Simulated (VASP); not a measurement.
## Al2Pt: single point with PBE

Al2Pt, a slab with vacuum:

```
Al Pt
1.0
     4.20475    0.00000    0.00000
     0.00000    5.94641    0.00000
     0.00000    0.00000   23.40949
Al Pt
10 5
Direct
  0.00000 0.75000 0.32038
  0.00000 0.25000 0.32038
  0.50000 0.25000 0.41019
  0.50000 0.75000 0.41019
  0.00000 0.75000 0.50000
  0.00000 0.25000 0.50000
  0.50000 0.25000 0.58981
  0.50000 0.75000 0.58981
  0.00000 0.75000 0.67962
  0.00000 0.25000 0.67962
  0.50000 0.50000 0.32038
  0.00000 0.00000 0.41019
  0.50000 0.50000 0.50000
  0.00000 0.00000 0.58981
  0.50000 0.50000 0.67962
```

```yaml
Program: VASP 6.6.1
Task: single point
Functional: PBE
Potentials_or_basis: VASP PAW PBE potentials, release 64 (Al, Pt)
Cutoff: 520 eV
k_mesh: 8 × 6 × 1
Occupations: gaussian, width 0.1 eV
Spin: no spin polarisation
```

```json
{
 "Largest force": "0.410 eV/Å",
 "Band gap on the k mesh": "zero (bands 40 and 41 overlap by 1.56 eV)"
}
```

Forces in eV/Å, atoms in the order of the input:
```
Al   0.000 -0.366  0.159
Al   0.000  0.366  0.159
Al   0.000  0.233 -0.141
Al   0.000 -0.233 -0.141
Al   0.000  0.022  0.000
Al   0.000 -0.022  0.000
Al   0.000  0.233  0.141
Al   0.000 -0.233  0.141
Al   0.000 -0.366 -0.159
Al   0.000  0.366 -0.159
Pt   0.000  0.000  0.410
Pt   0.000  0.000 -0.282
Pt   0.000  0.000  0.000
Pt   0.000  0.000  0.282
Pt   0.000  0.000 -0.410
```

Levels at points of the mesh, in eV from the Fermi level:
```tsv
k point	band 37	band 38	band 39	band 40	band 41	band 42	band 43	band 44
(0.00, 0.00, 0.00)	-1.09	-0.96	-0.09	0.00	0.01	1.39	1.74	2.44
(0.50, 0.00, 0.00)	-1.44	-1.43	-1.31	-0.70	-0.67	-0.25	-0.23	0.71
(0.00, 0.50, 0.00)	0.59	0.68	0.79	0.84	0.90	1.04	1.06	1.38
(0.50, 0.50, 0.00)	-1.38	-1.19	-0.72	-0.42	-0.04	0.45	0.50	0.76
```

Wall time 34 min on 1 thread of Intel Xeon 8259CL, on a shared host, peak memory 0.81 GiB.

Caveat: spin-orbit coupling is left out, which moves the levels of the heavy elements.
